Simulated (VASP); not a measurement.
# Co (P6_3/mmc) in VASP: notebook

Co is run at these levels: PBE; tasks: single point.

Everything below comes from runs of VASP 6.6.1. Logs are shortened: lines on timing, memory, paths and dates and some standing lists are left out, and cuts for length are marked.

### 1 The cell of the first run

It takes space group P6_3/mmc (No. 194, hexagonal). The conventional cell has a = 2.471 Å, b = 2.471 Å, c = 8.088 Å, α = 90.00°, β = 90.00°, γ = 120.00°. Within 3.3 Å of Co (site symmetry -6m2) lie 12 Co at 2.47 Å. Co (site symmetry -3m) has 12 Co at 2.47 Å within 3.3 Å.

### 2 Single point, PBE, collinear spin, ferromagnetic start

The input, INCAR:

```
SYSTEM = Co
ALGO = Normal
EDIFF = 1E-7
ENCUT = 520
GGA = PE
ISIF = 2
ISMEAR = -1
ISPIN = 2
LASPH = .TRUE.
LCHARG = .FALSE.
LMAXMIX = 4
LORBIT = 11
LREAL = .FALSE.
LWAVE = .FALSE.
MAGMOM = 2 2 2 2
NBANDS = 30
NELM = 150
NUPDOWN = 8.0
PREC = Accurate
SIGMA = 0.05
```

The input, KPOINTS:

```
k-points
0
G
  10 10 3
  0 0 0
```

The input, POSCAR:

```
Co
1.0
    2.4705617809      0.0000000000      0.0000000000
   -1.2352808905      2.1395692639      0.0000000000
    0.0000000000      0.0000000000      8.0882338000
Co
4
Direct
    0.6666666667      0.3333333333      0.7500000000
    0.0000000000      0.0000000000      0.5000000000
    0.3333333333      0.6666666667      0.2500000000
    0.0000000000      0.0000000000      0.0000000000
```

Potentials or basis: VASP PAW PBE potentials, release 64 (Co).

Launch:

```console
cat potpaw_PBE.64/Co/POTCAR > POTCAR
mpirun -np 1 vasp_std > vasp.out
```

OUTCAR:

```text
SYSTEM = Co
   EDIFF = 1E-7
   ENCUT = 520
   GGA = PE
   ISIF = 2
   ISMEAR = -1
   ISPIN = 2
   LASPH = .TRUE.
   LORBIT = 11
   LREAL = .FALSE.
   NELM = 150
   NUPDOWN = 8.0
   PREC = Accurate

 ion  position               nearest neighbor table
   1  0.667  0.333  0.750-   2 2.47   4 2.47   2 2.47   4 2.47   2 2.47   4 2.47
   2  0.000  0.000  0.500-   1 2.47   3 2.47   1 2.47   3 2.47   1 2.47   3 2.47
   3  0.333  0.667  0.250-   2 2.47   4 2.47   2 2.47   4 2.47   2 2.47   4 2.47
   4  0.000  0.000  0.000-   1 2.47   3 2.47   1 2.47   3 2.47   1 2.47   3 2.47

  LATTYP: Found a hexagonal cell.
 ALAT       =     2.4705617809
 C/A-ratio  =     3.2738439745

  Lattice vectors:

 A1 = (   2.4705617809,   0.0000000000,   0.0000000000)
 A2 = (  -1.2352808905,   2.1395692639,   0.0000000000)
 A3 = (   0.0000000000,   0.0000000000,   8.0882338000)

Analysis of symmetry for initial positions (statically):
=====================================================================
 Subroutine PRICEL returns:
 Original cell was already a primitive cell.

 Routine SETGRP: Setting up the symmetry group for a
 hexagonal supercell.

 Subroutine GETGRP returns: Found 24 space group operations
 (whereof 12 operations were pure point group operations)
 out of a pool of 24 trial point group operations.

The static configuration has the point symmetry D_3d.
 The point group associated with its full space group is D_6h.

Analysis of symmetry for dynamics (positions and initial velocities):
=====================================================================
 Subroutine PRICEL returns:
 Original cell was already a primitive cell.

 Routine SETGRP: Setting up the symmetry group for a
 hexagonal supercell.

 Subroutine GETGRP returns: Found 24 space group operations
 (whereof 12 operations were pure point group operations)
 out of a pool of 24 trial point group operations.

The dynamic configuration has the point symmetry D_3d.
 The point group associated with its full space group is D_6h.

Analysis of structural, dynamic, and magnetic symmetry:
=====================================================================
 Subroutine PRICEL returns:
 Original cell was already a primitive cell.

 Routine SETGRP: Setting up the symmetry group for a
 hexagonal supercell.

 Subroutine GETGRP returns: Found 24 space group operations
 (whereof 12 operations were pure point group operations)
 out of a pool of 24 trial point group operations.

The overall configuration has the point symmetry D_3d.
 The point group associated with its full space group is D_6h.

 Subroutine INISYM returns: Found 24 space group operations
 (whereof 12 operations are pure point group operations),
 and found     1 'primitive' translations

----------------------------------------------------------------------------------------

                                     Primitive cell

  volume of cell :      42.7539

  direct lattice vectors                    reciprocal lattice vectors
     2.470561781  0.000000000  0.000000000     0.404766239  0.233691897  0.000000000
    -1.235280890  2.139569264  0.000000000     0.000000000  0.467383794  0.000000000
     0.000000000  0.000000000  8.088233800     0.000000000  0.000000000  0.123636386

  length of vectors
     2.470561781  2.470561781  8.088233800     0.467383794  0.467383794  0.123636386

  position of ions in fractional coordinates (direct lattice)
     0.666666667  0.333333333  0.750000000
     0.000000000  0.000000000  0.500000000
     0.333333333  0.666666667  0.250000000
     0.000000000  0.000000000  0.000000000

  ion indices of the primitive-cell ions
   primitive index   ion index
                 1           1
                 2           2
                 3           3
                 4           4

----------------------------------------------------------------------------------------

 KPOINTS: k-points

Automatic generation of k-mesh.
 Grid dimensions read from file:
 generate k-points for:   10   10    3

 Generating k-lattice:

  Cartesian coordinates                     Fractional coordinates (reciprocal lattice)
     0.040476624  0.023369190  0.000000000     0.100000000 -0.000000000  0.000000000
     0.000000000  0.046738379  0.000000000     0.000000000  0.100000000  0.000000000
     0.000000000  0.000000000  0.041212129     0.000000000  0.000000000  0.333333333

  Length of vectors
     0.046738379  0.046738379  0.041212129

  Shift w.r.t. Gamma in fractional coordinates (k-lattice)
     0.000000000  0.000000000  0.000000000

 Subroutine IBZKPT returns following result:
 ===========================================

 Found     28 irreducible k-points:

 Following reciprocal coordinates:
            Coordinates               Weight
  0.000000  0.000000  0.000000      1.000000
  0.100000  0.000000  0.000000      6.000000
  0.200000  0.000000  0.000000      6.000000
  0.300000  0.000000  0.000000      6.000000
  0.400000  0.000000  0.000000      6.000000
  0.500000  0.000000  0.000000      3.000000
[... 16 lines left out ...]
  0.300000  0.100000  0.333333     24.000000
  0.400000  0.100000  0.333333     24.000000
 [... further k-points ...]
   k-points           NKPTS =     28   k-points in BZ     NKDIM =     28   number of bands    NBANDS=     30
   number of dos      NEDOS =    301   number of ions     NIONS =      4
   total plane-waves  NPLWV =  19440
   dimension x,y,z NGX =    18 NGY =   18 NGZ =   60
   dimension x,y,z NGXF=    36 NGYF=   36 NGZF=  120
   ions per type =               4
   NGX,Y,Z   is equivalent  to a cutoff of  12.11, 12.11, 12.33 a.u.
   NGXF,Y,Z  is equivalent  to a cutoff of  24.22, 24.22, 24.66 a.u.
 SYSTEM =  Co
   PREC   = accura    normal or accurate (medium, high low for compatibility)
   ISTART =      0    job   : 0-new  1-cont  2-samecut
   ICHARG =      2    charge: 1-file 2-atom 10-const
   ISPIN  =      2    spin polarized calculation?
   LNONCOLLINEAR =      F non collinear calculations
   LSORBIT =      F    spin-orbit coupling
   LASPH  =      T    aspherical Exc in radial PAW
   ENCUT  =  520.0 eV  38.22 Ry    6.18 a.u.   4.59  4.59 15.04*2*pi/ulx,y,z
   NELM   =    150;   NELMIN=  2; NELMDL= -5     # of ELM steps
   EDIFF  = 0.1E-06   stopping-criterion for ELM
   LREAL  =      F    real-space projection
   EDIFFG = 0.1E-05   stopping-criterion for IOM
   NSW    =      0    number of steps for IOM
   IBRION =     -1    ionic relax: 0-MD 1-quasi-New 2-CG
   NFREE  =      0    steps in history (QN), initial steepest desc. (CG)
   ISIF   =      2    stress and relaxation
   ISYM   =      2    0-nonsym 1-usesym 2-fastsym
   POTIM  = 0.5000    time-step for ionic-motion
   TEBEG  =    0.0;   TEEND  =   0.0 temperature during run
   PSTRESS=    0.0 pullay stress
   NELECT =      36.0000    total number of electrons
   NUPDOWN=       8.0000    fix difference up-down
   EMIN   =  10.00;   EMAX   =-10.00  energy-range for DOS
   EFERMI =   0.00;   METHOD = LEGACY
   ISMEAR =    -1;   SIGMA  =   0.05  broadening in eV -4-tet -1-fermi 0-gaus
   EFERMI_NEDOS =   21; number of points for ismear=-14 and -15
   IALGO  =     38    algorithm
   IMIX   =      4    mixing-type and parameters
     AMIX     =   0.40;   BMIX     =  1.00
     AMIX_MAG =   1.60;   BMIX_MAG =  1.00
  volume/ion in A,a.u.               =      10.69        72.13
  Fermi-wavevector in a.u.,A,eV,Ry     =   1.545908  2.921343 32.515647  2.389833
  Thomas-Fermi vector in A             =   2.651220
   LORBIT       =     11    0 simple, 1 ext, 2 COOP (PROOUT), +10 PAW based schemes
   GGA     = PE    functional components
   LHFCALC =     F    Hartree Fock is set to
   AEXX    =    0.0000 exact exchange contribution
   IVDW    =     0    specifies the selected vdW correction
   LEPSILON=     F    determine dielectric tensor
   LRPA    =     F    only Hartree local field effects (RPA)
 spin polarized calculation
  energy-cutoff  :      520.00
  volume of cell :       42.75
 maximum number of plane-waves:      1172
   NGX =  9   NGY =  9   NGZ = 31

 number of electron      35.9999991 magnetization       7.9999998

 Free energy of the ion-electron system (eV)
  ---------------------------------------------------
  ext. energy  EPLUGINS =         0.00000000
  ---------------------------------------------------
  free energy    TOTEN  =       -27.60878726 eV

  energy without entropy =      -27.57677998  energy(sigma->0) =      -27.59278362

 E-fermi :  10.3468     XC(G=0): -13.5053

 val. band max:       11.6335919843   @ k =   0.3000   0.0000   0.3333
 cond. band min:      10.3494376469   @ k =   0.2000   0.0000   0.0000
 fundamental gap:     -1.2841543373
 Fermi energy:        11.6391037299

 spin component 1

 k-point     1 :       0.0000    0.0000    0.0000
  band No.  band energies     occupation
      1       1.3664      1.00000
      2       3.5677      1.00000
      3       3.6064      1.00000
      4       5.0900      1.00000
      5       7.2541      1.00000
      6       7.2880      1.00000
[... 781 lines left out ...]
     29      23.5684      0.00000
     30      24.2211      0.00000

 [... further k-points ...]

 spin component 2

 k-point     1 :       0.0000    0.0000    0.0000
  band No.  band energies     occupation
      1       1.5774      1.00000
      2       3.8656      1.00000
      3       3.8858      1.00000
      4       6.2536      1.00000
      5       8.8620      1.00000
      6       8.9033      1.00000
[... 781 lines left out ...]
     29      24.1952      0.00000
     30      24.8084      0.00000

 [... further k-points ...]
[... 5 lines left out ...]
  --------------------------------------------------------------------------------------
  -------------------------------------------------------------------------------------
  Total        3.1667119      3.1667119      2.7827613     -0.0000000     -0.0000000     -0.0000000
  in kB      118.6706624    118.6706624    104.2823424     -0.0000000     -0.0000000     -0.0000000
  external PRESSURE =     113.8745557 kB  Pullay stress =       0.0000000 kB

 VOLUME and BASIS-vectors are now :
 -----------------------------------------------------------------------------
  energy-cutoff  :      520.00
  volume of cell :       42.75
      direct lattice vectors                 reciprocal lattice vectors
     2.470561781  0.000000000  0.000000000     0.404766239  0.233691897  0.000000000
    -1.235280890  2.139569264  0.000000000     0.000000000  0.467383794  0.000000000
     0.000000000  0.000000000  8.088233800     0.000000000  0.000000000  0.123636386

 POSITION                                       TOTAL-FORCE (eV/Angst)
 -----------------------------------------------------------------------------------
      1.23528      0.71319      6.06618        -0.000000     -0.000000     -0.000000
      0.00000      0.00000      4.04412        -0.000000      0.000000      0.000000
     -0.00000      1.42638      2.02206         0.000000      0.000000     -0.000000
      0.00000      0.00000      0.00000        -0.000000      0.000000      0.000000
 -----------------------------------------------------------------------------------
    total drift:                                0.000000     -0.000000      0.000000

  FREE ENERGIE OF THE ION-ELECTRON SYSTEM (eV)
  ---------------------------------------------------
  free  energy   TOTEN  =       -27.6087872648 eV

  energy  without entropy=      -27.5767799844  energy(sigma->0) =      -27.59278362

 total charge

# of ion       s       p       d       tot
------------------------------------------
    1        0.510   0.566   7.213   8.289
    2        0.511   0.561   7.221   8.293
    3        0.510   0.566   7.213   8.289
    4        0.511   0.561   7.221   8.293
--------------------------------------------------
tot          2.044   2.255  28.867  33.166

 magnetization (x)

# of ion       s       p       d       tot
------------------------------------------
    1        0.005  -0.004   1.997   1.997
    2        0.005  -0.003   1.979   1.980
    3        0.005  -0.004   1.997   1.997
    4        0.005  -0.003   1.979   1.980
--------------------------------------------------
tot          0.018  -0.015   7.951   7.954
```

Run time: 41 s. Hardware: 1 thread of AMD EPYC 9R45 (Zen 5), shared host; peak memory 0.16 GiB.

What came out:

```
Free energy                                           : -27.6088 eV
Pressure                                              : 11.4 GPa
Net moment                                            : 8.00 μB per cell
Site moments                                          : Co +2.00, +1.98 μB
Valence electrons inside the program's atomic spheres : Co 8.29
```

Stress tensor (GPa, compression positive):
```
11.87  0.00  0.00
 0.00 11.87  0.00
 0.00  0.00 10.43
```

Caveat: the total moment is fixed, so each spin has its own Fermi level.

### 3 Single point, PBE, collinear spin, ferromagnetic start

The input, INCAR:

```
SYSTEM = Co
PREC = Accurate ; ENCUT = 520
EDIFF = 1E-7 ; ISMEAR = -1
SIGMA = 0.05 ; LREAL = .False.
LASPH = .True. ; NELM = 150
ALGO = Normal ; ISIF = 2
LWAVE = .False. ; LCHARG = .True.
ISPIN = 2 ; MAGMOM = 2.5 2.5 2.5 2.5
LORBIT = 11 ; NUPDOWN = 10.0
LMAXMIX = 4 ; GGA = PE
LELF = .True. ; LVHAR = .True.
NBANDS = 30
```

The input, KPOINTS:

```
Automatic mesh
0
Gamma
  10 10 3
  0 0 0
```

POSCAR is that of step 2.

Potentials or basis: VASP PAW PBE potentials, release 64 (Co).

Launch:

```console
cat potpaw_PBE.64/Co/POTCAR > POTCAR
mpirun -np 1 vasp_std > vasp.out
```

Wall time 45 s (1 thread of AMD EPYC 9R45 (Zen 5), shared host); peak memory 0.16 GiB.

It converged, with:

| Property | Result |
| --- | --- |
| Free energy | -25.2619 eV |
| Pressure | 26.4 GPa |
| Net moment | 10.00 μB per cell |
| Site moments | Co +2.44, +2.43 μB |
| Valence electrons inside the program's atomic spheres | Co 8.27 |

Stress tensor (GPa, compression positive):
```
25.77  0.00  0.00
 0.00 25.77  0.00
 0.00  0.00 27.74
```

Caveat: the total moment is fixed, so each spin has its own Fermi level.

### 4 Single point, PBE, collinear spin, ferromagnetic start

The input, INCAR:

```
SYSTEM = Co
ALGO = Normal
EDIFF = 1E-6
ENCUT = 520
GGA = PE
ISIF = 2
ISMEAR = -1
ISPIN = 2
LASPH = .True.
LCHARG = .False.
LMAXMIX = 4
LORBIT = 11
LREAL = .False.
LWAVE = .False.
MAGMOM = 3 3 3 3
NBANDS = 30
NELM = 150
NUPDOWN = 12.0
PREC = Accurate
SIGMA = 0.05
```

The input, KPOINTS:

```
k-points
0
Gamma
  10 10 3
  0 0 0
```

POSCAR is that of step 3.

Launch:

```console
cat potpaw_PBE.64/Co/POTCAR > POTCAR
mpirun -np 1 vasp_std > vasp.out
```

Run time: 40 s. Hardware: 1 thread of AMD EPYC 9R45 (Zen 5), shared host; peak memory 0.16 GiB.

Results (log left out):

```
Free energy                                           : -20.4232 eV
Pressure                                              : 48.9 GPa
Net moment                                            : 12.00 μB per cell
Site moments                                          : Co +2.88, +2.87 μB
Valence electrons inside the program's atomic spheres : Co 8.25
```

Stress tensor (GPa, compression positive):
```
48.04  0.00  0.00
 0.00 48.04  0.00
 0.00  0.00 50.48
```

Caveat: the total moment is fixed, so each spin has its own Fermi level.

### 5 Summary

```tsv
fixed moment (μB)	pressure (GPa)	moment (μB)
8.0	11.4	8.00
10.0	26.4	10.00
12.0	48.9	12.00
```

Alike in all rows: task single point; level PBE; potentials or basis VASP PAW PBE potentials, release 64 (Co); spin collinear, ferromagnetic start; cell as given; k mesh 10 × 10 × 3; cutoff (eV) 520; smearing fermi-dirac 0.05 eV.

Caveats: the total moment is fixed, so each spin has its own Fermi level.

Total energies depend on the potentials used, so only differences within one code and one set of settings carry meaning.
